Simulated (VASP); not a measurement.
Wanted: the native input for a VASP 6.6.1 run.

```
Task                   : single point
Functional             : PBEsol
Potentials or basis    : VASP PAW PBE potentials, release 64 (Rb_sv)
Cutoff                 : 520 eV
k mesh                 : 12 × 12 × 12
Occupations            : gaussian, width 0.15 eV
Spin                   : no spin polarisation
Dipole correction      : no
Further INCAR settings : ALGO = Fast; EDIFF = 1e-06; NBANDS = 10
```

The structure of Rb lies in POSCAR:

```
Rb
1.0
   -2.9463000000      2.9463000000      2.8761500000
    2.9463000000     -2.9463000000      2.8761500000
    2.9463000000      2.9463000000     -2.8761500000
Rb
1
Direct
    0.0000000000      0.0000000000      0.0000000000
```

This cell differs from its parent crystal: strain +0.050 along x and y, +0.025 along z.

These files were run (other wordings do the same):

INCAR

```
SYSTEM = Rb
ALGO     = Fast           ! electronic algorithm
EDIFF    = 1E-6           ! SCF threshold, eV
ENCUT    = 520            ! plane-wave cutoff, eV
GGA      = PS             ! functional
ISIF     = 2              ! what is computed and relaxed
ISMEAR   = 0              ! smearing method
LASPH    = .True.         ! aspherical terms in the spheres
LCHARG   = .False.        ! write CHGCAR
LREAL    = .False.        ! projectors in reciprocal space
LWAVE    = .False.        ! write WAVECAR
NBANDS   = 10             ! bands
NELM     = 80             ! most SCF steps
PREC     = Accurate       ! precision mode
SIGMA    = 0.15           ! smearing width, eV
```

KPOINTS

```
k-points
0
Gamma
  12 12 12
  0 0 0
```

Potentials or basis: VASP PAW PBE potentials, release 64 (Rb_sv).

Run with:

```sh
$ cat potpaw_PBE.64/Rb_sv/POTCAR > POTCAR
$ mpirun -np 1 vasp_std > vasp.out
```

Results of the run:

```yaml
Pressure: -0.3 GPa
```

Caveat: the cell differs from its parent crystal (strain +0.050 along x and y, +0.025 along z); the PAW data sets were made with another functional, which shifts forces and pressure a little.

Run time: 59 s on 1 thread of Intel(R) Xeon(R) 6975P-C (Granite Rapids), on a shared host, peak memory 0.33 GiB.
